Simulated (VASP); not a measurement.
## Sc12H (a cell with a defect): single point with PBE+D3(BJ)

System: Sc12H (a cell with a defect).

```
CELL_PARAMETERS angstrom
6.62000 0.00000 0.00000
-4.96500 8.59963 0.00000
0.00000 0.00000 5.27614
ATOMIC_POSITIONS crystal
Sc 0.00070 0.99917 0.00212
Sc 0.16508 0.22067 0.50270
Sc 0.00193 0.33454 0.00256
Sc 0.16860 0.55443 0.50067
Sc 0.00103 0.66687 0.98503
Sc 0.17012 0.89228 0.50106
Sc 0.50021 0.00008 0.00175
Sc 0.66867 0.22282 0.50234
Sc 0.50069 0.33380 0.00337
Sc 0.66437 0.55432 0.50113
Sc 0.50013 0.66589 0.00244
Sc 0.66733 0.88918 0.50148
H 0.00138 0.66754 0.59593
```

| Property | Result |
| --- | --- |
| Program | VASP 6.6.1 |
| Task | single point |
| Functional | PBE |
| Dispersion | D3(BJ) |
| Potentials or basis | VASP PAW PBE potentials, release 64 (Sc_sv, H) |
| Cutoff | 520 eV |
| k mesh | 3 × 2 × 3 |
| Occupations | gaussian, width 0.15 eV |
| Spin | no spin polarisation |
| Dipole correction | no |
| Further INCAR settings | ALGO = Normal; EDIFF = 1e-07; NBANDS = 78 |

```yaml
Pressure: -2.8 GPa
Largest_force: 0.015 eV/Å
Band_gap_on_the_k_mesh: zero (an odd number of electrons rules out a gap without spin polarisation)
Dispersion_energy_per_atom: -0.362 eV
```

Forces on the atoms (eV/Å):
```
Sc  -0.003  0.001 -0.002
Sc   0.003  0.005  0.000
Sc   0.000 -0.004 -0.002
Sc   0.011 -0.005 -0.001
Sc  -0.004 -0.002  0.010
Sc   0.000  0.011  0.000
Sc   0.004  0.004  0.000
Sc  -0.004 -0.002 -0.001
Sc   0.002  0.000 -0.001
Sc  -0.013 -0.007  0.000
Sc   0.004  0.001 -0.004
Sc   0.001 -0.004 -0.001
H   -0.001  0.001  0.002
```

Stress tensor (GPa, compression positive):
```
-2.44  0.00  0.00
 0.00 -2.42  0.02
 0.00  0.02 -3.48
```

Levels at points of the mesh, in eV from the Fermi level:
| k point | band 63 | band 64 | band 65 | band 66 | band 67 | band 68 | band 69 | band 70 |
| --- | --- | --- | --- | --- | --- | --- | --- | --- |
| (0.00, 0.00, 0.00) | -0.54 | -0.52 | -0.47 | -0.41 | -0.28 | -0.28 | 0.02 | 0.11 |
| (0.00, 0.50, 0.00) | -0.55 | -0.54 | -0.47 | -0.28 | -0.28 | -0.28 | -0.05 | 0.04 |

Wall time 7.4 min on 1 thread of Intel(R) Xeon(R) Platinum 8488C (Sapphire Rapids), with other jobs on the host, peak memory 0.44 GiB.

Caveat: the k points lie up to 0.40 Å⁻¹ apart, too coarse for converged energies and pressures of a metal.
